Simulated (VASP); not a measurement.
Input of a VASP 6.6.1 run:

Contents of INCAR:

```
PREC = Accurate ; ENCUT = 520
EDIFF = 1E-6 ; ISMEAR = 0
SIGMA = 0.05 ; LREAL = False
LASPH = True ; NELM = 80
ALGO = Normal ; ISIF = 2
LWAVE = False ; LCHARG = True
GGA = PE ; LELF = True
LVHAR = True ; NBANDS = 16
```

The input KPOINTS:

```
Automatic mesh
0
Gamma
  6 6 6
```

File POSCAR:

```
AlN
1.0
    0.0000000000     -2.2015682416     -2.2015682416
   -2.2015682416      0.0000000000     -2.2015682416
    2.2015682416      2.2015682416     -4.4031364832
Al N
2 2
Direct
   -0.0058265870      0.0163251869     -0.0017685100
    0.5022895669      0.4801377930      0.4982314900
    0.3747704210      0.3946195272      0.8784066625
    0.8820429040      0.8621937979      0.3784066625
```

Potentials or basis: VASP PAW PBE potentials, release 64 (Al, N).

Launch:

```console
$ cat potpaw_PBE.64/Al/POTCAR potpaw_PBE.64/N/POTCAR > POTCAR
$ mpirun -np 1 vasp_std > vasp.out
```

Problem. What does it give for the pressure?

Solution. -0.1 GPa.

Problem. Predict the largest force.

Solution. 0.819 eV/Å.

Problem. What does it give for the band gap on the k mesh?

Solution. 3.18 eV.

Forces on the atoms (eV/Å):
```
Al   0.215 -0.051 -0.469
Al  -0.203  0.065 -0.791
N    0.086 -0.026  0.716
N   -0.099  0.011  0.544
```

Caveat: the cell differs from its parent crystal (mode 4 frozen in at -0.051 Å and mode 10 at -0.030 Å (largest displacements)). A k mesh can miss the band edges.
